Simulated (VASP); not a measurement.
Write the native input for VASP 6.6.1 that does the following.

- Task: single point
- Functional: LDA
- Potentials or basis: VASP PAW LDA potentials, release 64 (Ti_sv, Al)
- Cutoff: 520 eV
- k mesh: 16 × 16 × 16
- Occupations: gaussian, width 0.1 eV
- Spin: no spin polarisation
- Dipole correction: no
- Further INCAR settings: ALGO = Fast; EDIFF = 1e-07; NBANDS = 18

The structure of TiAl3 lies in POSCAR:

```
TiAl3
1.0
   -1.8893407300      1.8893407300      4.2417642881
    1.8893407300     -1.8893407300      4.2417642881
    1.8893407300      1.8893407300     -4.2417642881
Ti Al
1 3
Direct
    0.0000000000      0.0000000000      0.0000000000
    0.5000000000      0.5000000000      0.0000000000
    0.7500000000      0.2500000000      0.5000000000
    0.2500000000      0.7500000000      0.5000000000
```

These files were run (other wordings do the same):

INCAR

```
PREC     = Accurate       # precision mode
ENCUT    = 520            # plane-wave cutoff, eV
EDIFF    = 1E-7           # SCF threshold, eV
ISMEAR   = 0              # smearing method
SIGMA    = 0.1            # smearing width, eV
LREAL    = False          # projectors in reciprocal space
LASPH    = True           # aspherical terms in the spheres
NELM     = 100            # most SCF steps
ALGO     = Fast           # electronic algorithm
ISIF     = 2              # what is computed and relaxed
LWAVE    = False          # write WAVECAR
LCHARG   = False          # write CHGCAR
NBANDS   = 18             # bands
```

KPOINTS

```
regular mesh
0
Gamma
  16 16 16
```

Potentials or basis: VASP PAW LDA potentials, release 64 (Ti_sv, Al).

Run with:

```console
$ cat potpaw_LDA.64/Ti_sv/POTCAR potpaw_LDA.64/Al/POTCAR > POTCAR
$ mpirun -np 1 vasp_std > vasp.out
```

It gave:

| Property | Result |
| --- | --- |
| Pressure | 0.2 GPa |
| Band gap on the k mesh | zero (an odd number of electrons rules out a gap without spin polarisation) |

Run time: 58 min on 1 thread of Intel Xeon 8259CL, with other jobs on the host, peak memory 0.48 GiB.
